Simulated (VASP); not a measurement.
# PbSe in VASP: notebook

PbSe is run at these levels: PBE, PBEsol+D4; tasks: single point.

All numbers are computed with VASP 6.6.1; they aren't measurements. Logs are shortened: lines on timing, memory, paths and dates and some standing lists are left out, and cuts for length are marked.

### Step 1. The cell of the first run

It takes space group Fm-3m (No. 225, cubic). Conventional cell: a = 6.241 Å, b = 6.241 Å, c = 6.241 Å, α = 90.00°, β = 90.00°, γ = 90.00°. Pb (site symmetry m-3m) has 6 Se at 3.12 Å within 4.1 Å. Within 4.1 Å of Se (site symmetry m-3m) lie 6 Pb at 3.12 Å.

### Step 2. Single point, PBE, non-collinear spin, zero start, spin-orbit coupling

INCAR reads:

```
PREC = Accurate ; ENCUT = 520
EDIFF = 1E-6 ; ISMEAR = -1
SIGMA = 0.05 ; LREAL = F
LASPH = T ; NELM = 150
ALGO = Normal ; ISIF = 2
LWAVE = F ; LCHARG = F
MAGMOM = 0 0 0 0 0 0 ; LORBIT = 11
LSORBIT = T ; GGA_COMPAT = F
LORBMOM = T ; GGA = PE
NBANDS = 32
```

KPOINTS reads:

```
regular mesh
0
Gamma
  8 8 8
```

POSCAR reads:

```
PbSe
1.0
    0.0000000000      3.1206779849      3.1206779849
    3.1206779849      0.0000000000      3.1206779849
    3.1206779849      3.1206779849      0.0000000000
Pb Se
1 1
Direct
    0.0000000000      0.0000000000      0.0000000000
    0.5000000000      0.5000000000      0.5000000000
```

Potentials or basis: VASP PAW PBE potentials, release 64 (Pb_d, Se).

On the command line:

```
> cat potpaw_PBE.64/Pb_d/POTCAR potpaw_PBE.64/Se/POTCAR > POTCAR
> mpirun -np 1 vasp_ncl > vasp.out
```

OUTCAR:

```text
PREC = Accurate
   ENCUT = 520
   EDIFF = 1E-6
   ISMEAR = -1
   LREAL = F
   LASPH = T
   NELM = 150
   ISIF = 2
   LORBIT = 11
   LSORBIT = T
   GGA = PE

 ion  position               nearest neighbor table
   1  0.000  0.000  0.000-   2 3.12   2 3.12   2 3.12   2 3.12   2 3.12   2 3.12
   2  0.500  0.500  0.500-   1 3.12   1 3.12   1 3.12   1 3.12   1 3.12   1 3.12

  LATTYP: Found a face centered cubic cell.
 ALAT       =     6.2413559698

  Lattice vectors:

 A1 = (   0.0000000000,   3.1206779849,   3.1206779849)
 A2 = (   3.1206779849,   0.0000000000,   3.1206779849)
 A3 = (   3.1206779849,   3.1206779849,   0.0000000000)

Analysis of symmetry for initial positions (statically):
=====================================================================
 Subroutine PRICEL returns:
 Original cell was already a primitive cell.

 Routine SETGRP: Setting up the symmetry group for a
 face centered cubic supercell.

 Subroutine GETGRP returns: Found 48 space group operations
 (whereof 48 operations were pure point group operations)
 out of a pool of 48 trial point group operations.

The static configuration has the point symmetry O_h .

Analysis of symmetry for dynamics (positions and initial velocities):
=====================================================================
 Subroutine PRICEL returns:
 Original cell was already a primitive cell.

 Routine SETGRP: Setting up the symmetry group for a
 face centered cubic supercell.

 Subroutine GETGRP returns: Found 48 space group operations
 (whereof 48 operations were pure point group operations)
 out of a pool of 48 trial point group operations.

The dynamic configuration has the point symmetry O_h .

Analysis of structural, dynamic, and magnetic symmetry:
=====================================================================
 Subroutine PRICEL returns:
 Original cell was already a primitive cell.

 Routine SETGRP: Setting up the symmetry group for a
 face centered cubic supercell.

 Subroutine GETGRP returns: Found 48 space group operations
 (whereof 48 operations were pure point group operations)
 out of a pool of 48 trial point group operations.

The overall configuration has the point symmetry O_h .

 Subroutine INISYM returns: Found 48 space group operations
 (whereof 48 operations are pure point group operations),
 and found     1 'primitive' translations

----------------------------------------------------------------------------------------

                                     Primitive cell

  volume of cell :      60.7823

  direct lattice vectors                    reciprocal lattice vectors
     0.000000000  3.120677985  3.120677985    -0.160221594  0.160221594  0.160221594
     3.120677985  0.000000000  3.120677985     0.160221594 -0.160221594  0.160221594
     3.120677985  3.120677985  0.000000000     0.160221594  0.160221594 -0.160221594

  length of vectors
     4.413305130  4.413305130  4.413305130     0.277511941  0.277511941  0.277511941

  position of ions in fractional coordinates (direct lattice)
     0.000000000  0.000000000  0.000000000
     0.500000000  0.500000000  0.500000000

  ion indices of the primitive-cell ions
   primitive index   ion index
                 1           1
                 2           2

----------------------------------------------------------------------------------------

 KPOINTS: regular mesh

Automatic generation of k-mesh.
 Grid dimensions read from file:
 generate k-points for:    8    8    8

 Generating k-lattice:

  Cartesian coordinates                     Fractional coordinates (reciprocal lattice)
    -0.020027699  0.020027699  0.020027699     0.125000000  0.000000000  0.000000000
     0.020027699 -0.020027699  0.020027699     0.000000000  0.125000000  0.000000000
     0.020027699  0.020027699 -0.020027699     0.000000000  0.000000000  0.125000000

  Length of vectors
     0.034688993  0.034688993  0.034688993

  Shift w.r.t. Gamma in fractional coordinates (k-lattice)
     0.000000000  0.000000000  0.000000000

 Subroutine IBZKPT returns following result:
 ===========================================

 Found     29 irreducible k-points:

 Following reciprocal coordinates:
            Coordinates               Weight
  0.000000  0.000000  0.000000      1.000000
  0.125000  0.000000  0.000000      8.000000
  0.250000  0.000000  0.000000      8.000000
  0.375000  0.000000  0.000000      8.000000
  0.500000  0.000000  0.000000      4.000000
  0.125000  0.125000  0.000000      6.000000
[... 16 lines left out ...]
  0.500000  0.250000  0.125000     48.000000
[... 24 lines left out ...]
   IBRION =     -1    ionic relax: 0-MD 1-quasi-New 2-CG
   NFREE  =      0    steps in history (QN), initial steepest desc. (CG)
   ISIF   =      2    stress and relaxation
   ISYM   =      2    0-nonsym 1-usesym 2-fastsym
   POTIM  = 0.5000    time-step for ionic-motion
   TEBEG  =    0.0;   TEEND  =   0.0 temperature during run
   PSTRESS=    0.0 pullay stress
   NELECT =      20.0000    total number of electrons
   NUPDOWN=      -1.0000    fix difference up-down
   EMIN   =  10.00;   EMAX   =-10.00  energy-range for DOS
   EFERMI =   0.00;   METHOD = LEGACY
   ISMEAR =    -1;   SIGMA  =   0.05  broadening in eV -4-tet -1-fermi 0-gaus
   EFERMI_NEDOS =   21; number of points for ismear=-14 and -15
   IALGO  =     38    algorithm
   IMIX   =      4    mixing-type and parameters
     AMIX     =   0.40;   BMIX     =  1.00
     AMIX_MAG =   1.60;   BMIX_MAG =  1.00
  volume/ion in A,a.u.               =      30.39       205.09
  Fermi-wavevector in a.u.,A,eV,Ry     =   1.130210  2.135788 17.379742  1.277375
  Thomas-Fermi vector in A             =   2.266906
   LORBIT       =     11    0 simple, 1 ext, 2 COOP (PROOUT), +10 PAW based schemes
   GGA     = PE    functional components
   LHFCALC =     F    Hartree Fock is set to
   AEXX    =    0.0000 exact exchange contribution
   IVDW    =     0    specifies the selected vdW correction
   LEPSILON=     F    determine dielectric tensor
   LRPA    =     F    only Hartree local field effects (RPA)
  energy-cutoff  :      520.00
  volume of cell :       60.78
 maximum number of plane-waves:      3320
 NGX is ok and might be reduce to    36
   NGX = 17   NGY = 17   NGZ = 17

 number of electron      20.0000000 magnetization       0.0000000      0.0000000      0.0000000

 number of electron      20.0000001 magnetization      -0.0000000     -0.0000000      0.0000000

 number of electron      20.0000001 magnetization       0.0000000      0.0000000     -0.0000000

 Free energy of the ion-electron system (eV)
  ---------------------------------------------------
  ext. energy  EPLUGINS =         0.00000000
  ---------------------------------------------------
  free energy    TOTEN  =        -8.61775909 eV

  energy without entropy =       -8.61677192  energy(sigma->0) =       -8.61726551

 E-fermi :   4.3580     XC(G=0):  -9.2597

 val. band max:        4.3192154989   @ k =   0.5000   0.0000   0.0000
 cond. band min:       4.3964952699   @ k =   0.5000   0.0000   0.0000
 fundamental gap:      0.0772797711
 Fermi energy:         4.3580449647

 k-point     1 :       0.0000    0.0000    0.0000
  band No.  band energies     occupation
      1     -13.8369      1.00000
      2     -13.8369      1.00000
      3     -13.8369      1.00000
      4     -13.8369      1.00000
      5     -11.2811      1.00000
      6     -11.2811      1.00000
[... 829 lines left out ...]
     31      15.1647      0.00000
     32      15.1905      0.00000

 [... further k-points ...]

------------------------ aborting loop because EDIFF is reached ----------------------------------------

  FORCE on cell =-STRESS in cart. coord.  units (eV):
  Direction    XX          YY          ZZ          XY          YZ          ZX
  --------------------------------------------------------------------------------------
  -------------------------------------------------------------------------------------
  Total       -0.2565427     -0.2565427     -0.2565427     -0.0000000      0.0000000     -0.0000000
  in kB       -6.7622828     -6.7622828     -6.7622828     -0.0000000      0.0000000     -0.0000000
  external PRESSURE =      -6.7622828 kB  Pullay stress =       0.0000000 kB

 VOLUME and BASIS-vectors are now :
 -----------------------------------------------------------------------------
  energy-cutoff  :      520.00
  volume of cell :       60.78
      direct lattice vectors                 reciprocal lattice vectors
     0.000000000  3.120677985  3.120677985    -0.160221594  0.160221594  0.160221594
     3.120677985  0.000000000  3.120677985     0.160221594 -0.160221594  0.160221594
     3.120677985  3.120677985  0.000000000     0.160221594  0.160221594 -0.160221594

 POSITION                                       TOTAL-FORCE (eV/Angst)
 -----------------------------------------------------------------------------------
      0.00000      0.00000      0.00000        -0.000000      0.000000     -0.000000
      3.12068      3.12068      3.12068         0.000000     -0.000000      0.000000
 -----------------------------------------------------------------------------------
    total drift:                               -0.000000      0.000000      0.000000

  FREE ENERGIE OF THE ION-ELECTRON SYSTEM (eV)
  ---------------------------------------------------
  free  energy   TOTEN  =        -8.6177590918 eV

  energy  without entropy=       -8.6167719214  energy(sigma->0) =       -8.61726551

 orbital moment (x)

 # of ion     p       d       tot
 ----------------------------------------
  1         0.000  -0.000  -0.000
  2         0.000  -0.000  -0.000
 ----------------------------------------
            0.000  -0.000  -0.000

 orbital moment (y)

 # of ion     p       d       tot
 ----------------------------------------
  1         0.000   0.000   0.000
  2         0.000  -0.000  -0.000
 ----------------------------------------
            0.000   0.000   0.000

 orbital moment (z)

 # of ion     p       d       tot
 ----------------------------------------
  1         0.000  -0.000  -0.000
  2         0.000   0.000   0.000
 ----------------------------------------
            0.000  -0.000  -0.000

 Spin-Orbit-Coupling matrix elements

 Ion:    1  E_soc:     -0.8334585
 l=   1
     0.0000000    -0.0720738    -0.0720738
    -0.0720738     0.0000000    -0.0720738
    -0.0720738    -0.0720738     0.0000000
 l=   2
     0.0000000    -0.0134122     0.0000000    -0.0134122    -0.0534238
    -0.0134122     0.0000000    -0.0400679    -0.0134122    -0.0133560
     0.0000000    -0.0400679     0.0000000    -0.0400679     0.0000000
    -0.0134122    -0.0134122    -0.0400679     0.0000000    -0.0133560
    -0.0534238    -0.0133560     0.0000000    -0.0133560     0.0000000
 l=   3
     0.0000000     0.0000000     0.0000000     0.0000000     0.0000000     0.0000000     0.0000000
     0.0000000     0.0000000     0.0000000     0.0000000     0.0000000     0.0000000     0.0000000
     0.0000000     0.0000000     0.0000000     0.0000000     0.0000000     0.0000000     0.0000000
     0.0000000     0.0000000     0.0000000     0.0000000     0.0000000     0.0000000     0.0000000
     0.0000000     0.0000000     0.0000000     0.0000000     0.0000000     0.0000000     0.0000000
     0.0000000     0.0000000     0.0000000     0.0000000     0.0000000     0.0000000     0.0000000
     0.0000000     0.0000000     0.0000000     0.0000000     0.0000000     0.0000000     0.0000000

 Ion:    2  E_soc:     -0.0493838
 l=   1
     0.0000000    -0.0082438    -0.0082438
    -0.0082438     0.0000000    -0.0082438
    -0.0082438    -0.0082438     0.0000000
 l=   2
     0.0000000    -0.0000016     0.0000000    -0.0000016     0.0000148
    -0.0000016     0.0000000     0.0000111    -0.0000016     0.0000037
     0.0000000     0.0000111     0.0000000     0.0000111     0.0000000
    -0.0000016    -0.0000016     0.0000111     0.0000000     0.0000037
     0.0000148     0.0000037     0.0000000     0.0000037     0.0000000
 l=   3
     0.0000000     0.0000000     0.0000000     0.0000000     0.0000000     0.0000000     0.0000000
     0.0000000     0.0000000     0.0000000     0.0000000     0.0000000     0.0000000     0.0000000
     0.0000000     0.0000000     0.0000000     0.0000000     0.0000000     0.0000000     0.0000000
     0.0000000     0.0000000     0.0000000     0.0000000     0.0000000     0.0000000     0.0000000
     0.0000000     0.0000000     0.0000000     0.0000000     0.0000000     0.0000000     0.0000000
     0.0000000     0.0000000     0.0000000     0.0000000     0.0000000     0.0000000     0.0000000
     0.0000000     0.0000000     0.0000000     0.0000000     0.0000000     0.0000000     0.0000000

 total charge

# of ion       s       p       d       tot
------------------------------------------
    1        1.468   0.530   9.838  11.835
    2        1.469   2.305   0.014   3.788
--------------------------------------------------
tot          2.937   2.835   9.852  15.623

 magnetization (x)

# of ion       s       p       d       tot
------------------------------------------
    1        0.000   0.000   0.000   0.000
    2       -0.000  -0.000  -0.000  -0.000
--------------------------------------------------
tot         -0.000  -0.000   0.000  -0.000

 magnetization (y)

# of ion       s       p       d       tot
------------------------------------------
    1       -0.000   0.000  -0.000  -0.000
    2       -0.000   0.000   0.000  -0.000
--------------------------------------------------
tot         -0.000   0.000  -0.000  -0.000

 magnetization (z)

# of ion       s       p       d       tot
------------------------------------------
    1       -0.000   0.000  -0.000  -0.000
    2        0.000   0.000  -0.000   0.000
--------------------------------------------------
tot         -0.000   0.000  -0.000  -0.000
```

Run time: 86 s. Hardware: 1 thread of Intel Xeon 6975P-C (Granite Rapids), shared host; peak memory 0.42 GiB.

Results:

```yaml
Free_energy: -8.6178 eV
Pressure: -0.7 GPa
Net_moment: 0.00 μB per cell
Valence_electrons_inside_the_program's_atomic_spheres: Pb 11.84; Se 3.79
```

Moments on the atoms (μB; x, y, z):
```
Pb  0.00 0.00 0.00
Se  0.00 0.00 0.00
```

### Step 3. Single point, PBEsol+D4 (atoms moved at random)

INCAR reads:

```
SYSTEM = PbSe
ALGO = Normal
EDIFF = 1E-6
ENCUT = 500
GGA = PS
GGA_COMPAT = .FALSE.
ISIF = 2
ISMEAR = 0
IVDW = 13
LASPH = .TRUE.
LCHARG = .FALSE.
LREAL = .FALSE.
LWAVE = .FALSE.
NBANDS = 17
NELM = 120
PREC = Accurate
SIGMA = 0.05
```

KPOINTS reads:

```
k-points
0
G
  8 8 8
  0 0 0
```

POSCAR reads:

```
PbSe
1.0
    0.0000000000      3.0606500000      3.0606500000
    3.0606500000      0.0000000000      3.0606500000
    3.0606500000      3.0606500000      0.0000000000
Pb Se
1 1
Direct
    0.0304000000      0.0044680000     -0.0152380000
    0.5049180000      0.4950760000      0.4951550000
```

Potentials or basis: VASP PAW PBE potentials, release 64 (Pb_d, Se).

On the command line:

```
> cat potpaw_PBE.64/Pb_d/POTCAR potpaw_PBE.64/Se/POTCAR > POTCAR
> mpirun -np 1 vasp_std > vasp.out
```

Run time: 3.5 min. Hardware: 1 thread of Oxide Virtual Turin-like, shared host; peak memory 0.33 GiB.

It converged, with:

```yaml
Free_energy: -9.3754 eV
Pressure: -1.5 GPa
Largest_force: 0.068 eV/Å
Band_gap_on_the_k_mesh: 0.28 eV
Dispersion_energy_per_atom: -0.231 eV
```

Forces on the atoms (eV/Å):
```
Pb   0.002 -0.028 -0.062
Se  -0.002  0.028  0.062
```

Stress tensor (GPa, compression positive):
```
-1.73  0.00  0.00
 0.00 -1.65  0.04
 0.00  0.04 -1.26
```

Levels at points of the mesh, in eV from the valence-band top:
| k point | band 7 | band 8 | band 9 | band 10 | band 11 | band 12 | band 13 | band 14 |
| --- | --- | --- | --- | --- | --- | --- | --- | --- |
| (0.00, 0.00, 0.00) | -6.29 | -1.87 | -1.83 | -1.83 | 4.62 | 4.62 | 4.73 | 6.48 |
| (0.50, 0.00, 0.00) | -8.78 | -1.48 | -1.44 | -0.12 | 0.38 | 1.69 | 1.74 | 8.39 |
| (0.00, 0.50, 0.00) | -8.81 | -1.48 | -1.45 | 0.00 | 0.28 | 1.71 | 1.75 | 8.42 |
| (0.00, 0.00, 0.50) | -8.81 | -1.48 | -1.45 | -0.01 | 0.29 | 1.71 | 1.75 | 8.42 |
| (0.50, 0.50, 0.50) | -8.78 | -1.48 | -1.44 | -0.11 | 0.38 | 1.69 | 1.74 | 8.40 |
| (0.50, 0.50, 0.00) | -7.44 | -4.93 | -3.22 | -3.22 | 3.59 | 5.63 | 5.64 | 6.06 |
| (0.00, 0.50, 0.50) | -7.37 | -4.99 | -3.23 | -3.19 | 3.51 | 5.65 | 5.72 | 6.03 |
| (0.50, 0.00, 0.50) | -7.39 | -4.98 | -3.22 | -3.21 | 3.52 | 5.65 | 5.70 | 6.04 |

Caveat: the cell differs from its parent crystal (atoms moved at random); the PAW data sets were made with another functional, which shifts forces and pressure a little; spin-orbit coupling is left out, which moves the levels of the heavy elements. A k mesh can miss the band edges.
